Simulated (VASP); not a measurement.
A run of VASP 6.6.1 is set up as follows.

File INCAR:

```
PREC     = Accurate       # precision mode
ENCUT    = 520            # plane-wave cutoff, eV
EDIFF    = 1E-6           # SCF threshold, eV
ISMEAR   = 0              # smearing method
SIGMA    = 0.15           # smearing width, eV
LREAL    = F              # projectors in reciprocal space
LASPH    = T              # aspherical terms in the spheres
NELM     = 60             # most SCF steps
ALGO     = Fast           # electronic algorithm
ISIF     = 2              # what is computed and relaxed
LWAVE    = F              # write WAVECAR
LCHARG   = F              # write CHGCAR
GGA      = PE             # functional
NBANDS   = 19             # bands
```

Contents of KPOINTS:

```
regular mesh
0
Gamma
  18 18 10
```

File POSCAR:

```
Zr
1.0
    3.1350382758      0.0000000000      0.0000000000
   -1.5675191379      2.7150227887      0.0000000000
    0.0000000000      0.0000000000      4.9925900000
Zr
2
Direct
    0.3333333333      0.6666666667      0.2500000000
    0.6666666667      0.3333333333      0.7500000000
```

Potentials or basis: VASP PAW PBE potentials, release 64 (Zr_sv).

The run is started by

```console
$ cat potpaw_PBE.64/Zr_sv/POTCAR > POTCAR
$ mpirun -np 1 vasp_std > vasp.out
```

Q: What does it give for the band gap on the k mesh?

A: Zero (band 12 reaches 11.01 eV, above the bottom of band 13 at 9.76 eV).

Q: Predict the pressure.

A: 10.6 GPa.

Stress tensor (GPa, compression positive):
```
10.07  0.00  0.00
 0.00 10.07  0.00
 0.00  0.00 11.58
```

Caveat: the cell differs from its parent crystal (strain -0.030 along x and y, -0.030 along z).
